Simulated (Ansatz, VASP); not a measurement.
## TiBe14Al5: VASP beside Ansatz

```
CELL_PARAMETERS angstrom
3.63870 -2.07175 -3.61416
3.68946 -2.12667 3.69181
-1.67573 -7.09320 -0.00722
ATOMIC_POSITIONS crystal
Be 0.21530 0.07977 0.42613
Be 0.85256 0.24025 0.38129
Be 0.38843 0.72480 0.37713
Be 0.14948 0.38944 0.18572
Be 0.14092 0.34068 0.87580
Be 0.57507 0.01059 0.17590
Be 0.46681 0.68321 0.08673
Be 0.14443 0.68032 0.95418
Be 0.20471 0.75984 0.65831
Be 0.48836 0.35276 0.30362
Be 0.77991 0.62607 0.24274
Be 0.80141 0.32435 0.08474
Be 0.47187 0.33960 0.97283
Be 0.37473 0.99715 0.85075
Al 0.62964 0.91503 0.52486
Al 0.06137 0.47231 0.50984
Al 0.52161 0.39487 0.62376
Al 0.07703 0.95940 0.16284
Al 0.78479 0.61857 0.81425
Ti 0.86370 0.08486 0.80138
```

Alike in both runs: functional PBE; k mesh 4 × 4 × 3; occupations gaussian, width 0.1 eV; no spin polarisation.

Ansatz relaxed the structure, and its values are those at the end. VASP's run is a single point on that final structure, the one shown.

|  | VASP | Ansatz |
| --- | --- | --- |
| version | VASP 6.6.1 | Ansatz 0.2.0 |
| potentials or method | VASP PAW PBE potentials, release 64 (Be, Al, Ti_sv), cutoff 520 eV | scalar-relativistic, plane waves, PAW |
| valence electrons in the cell | 55 | 55 |

VASP gave:

- gap on the k mesh at the Fermi level (eV): none
- pressure (GPa): 0.1
- rms of the force components (eV/Å): 0.013

What did Ansatz give for the same quantities?

gap on the k mesh at the Fermi level (eV): none; pressure (GPa): 0.0; rms of the force components (eV/Å): 0.013.

A gap of «none» marks a metal or a gap that the smearing closes.
